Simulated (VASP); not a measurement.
A run of VASP 6.6.1:

INCAR

```
PREC = Accurate
ENCUT = 520
EDIFF = 1E-7
ISMEAR = 0
SIGMA = 0.02
LREAL = False
LASPH = True
NELM = 100
ALGO = Normal
ISIF = 2
LWAVE = False
LCHARG = False
GGA = PE
NBANDS = 35
```

The input KPOINTS:

```
regular mesh
0
Gamma
  12 12 2
```

File POSCAR:

```
Te2Mo
1.0
    3.5223956266      0.0000000000      0.0000000000
   -1.7611978133      3.0504840948      0.0000000000
    0.0000000000      0.0000000000     14.0146204237
Te Mo
4 2
Direct
    0.3333333333      0.6666666667      0.6205626604
    0.6666666667      0.3333333333      0.1205626604
    0.6666666667      0.3333333333      0.3794373396
    0.3333333333      0.6666666667      0.8794373396
    0.3333333333      0.6666666667      0.2500000000
    0.6666666667      0.3333333333      0.7500000000
```

Potentials or basis: VASP PAW PBE potentials, release 64 (Te, Mo_sv).

Run with:

```console
$ cat potpaw_PBE.64/Te/POTCAR potpaw_PBE.64/Mo_sv/POTCAR > POTCAR
$ mpirun -np 1 vasp_std > vasp.out
```

Hardware: 1 thread of AMD EPYC 9R45 96-Core Processor (Zen 5) (shared host).

Q: How long does it take, and how much memory?

A: Wall time 2.5 min on 1 thread of AMD EPYC 9R45 96-Core Processor (Zen 5) (shared host), peak memory 0.35 GiB. Counts: scf iterations 17, k points 38.
